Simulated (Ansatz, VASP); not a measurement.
**BP in VASP and in Ansatz**

File INCAR:

```
SYSTEM = BP
PREC = Accurate
ENCUT = 520
EDIFF = 1E-6
ISMEAR = 0
SIGMA = 0.05
LREAL = .False.
LASPH = .True.
NELM = 80
ALGO = Normal
ISIF = 2
LWAVE = .False.
LCHARG = .False.
GGA = PE
NBANDS = 11
```

KPOINTS

```
regular mesh
0
Gamma
  10 10 10
  0 0 0
```

Contents of POSCAR:

```
BP
1.0
    0.0000000000      2.1782400000      2.1782400000
    2.1782400000      0.0000000000      2.1782400000
    2.1782400000      2.1782400000      0.0000000000
B P
1 1
Direct
    0.0000000000      0.0000000000      0.0000000000
    0.7500000000      0.7500000000      0.7500000000
```

Input for Ansatz:

```yaml
crystal:
  lattice:
    - [0.0, 2.17824, 2.17824]
    - [2.17824, 0.0, 2.17824]
    - [2.17824, 2.17824, 0.0]
  atoms:
    - { symbol: B, position: [0.0, 0.0, 0.0] }
    - { symbol: P, position: [0.75, 0.75, 0.75] }
basis:
  ecutwfc: 420
kpoints:
  mp_grid: { grid: [10, 10, 10] }
hamiltonian:
  xc: pbe
scf:
  occupations: { method: gaussian, width: 0.05 }
output:
  forces: true
  stress: true
  eigenvalues: true
```

Change from the starting cell: strain -0.040 along x and y, -0.040 along z, atoms carried along.

Alike in both runs: task single point; functional PBE; k mesh 10 × 10 × 10; occupations gaussian, width 0.05 eV; no spin polarisation.

|  | VASP | Ansatz |
| --- | --- | --- |
| version | VASP 6.6.1 | Ansatz 0.2.0 |
| potentials or method | VASP PAW PBE potentials, release 64 (B, P), cutoff 520 eV | scalar-relativistic, plane waves, PAW |
| valence electrons in the cell | 8 | 8 |

|  | VASP | Ansatz | Ansatz less VASP |
| --- | --- | --- | --- |
| gap on the k mesh at the Fermi level (eV) | 1.07 | 1.07 | +0.006 |
| least direct gap on the mesh (eV) | 3.62 | 3.62 | +0.005 |
| pressure (GPa) | 26.3 | 26.7 | +0.38 |
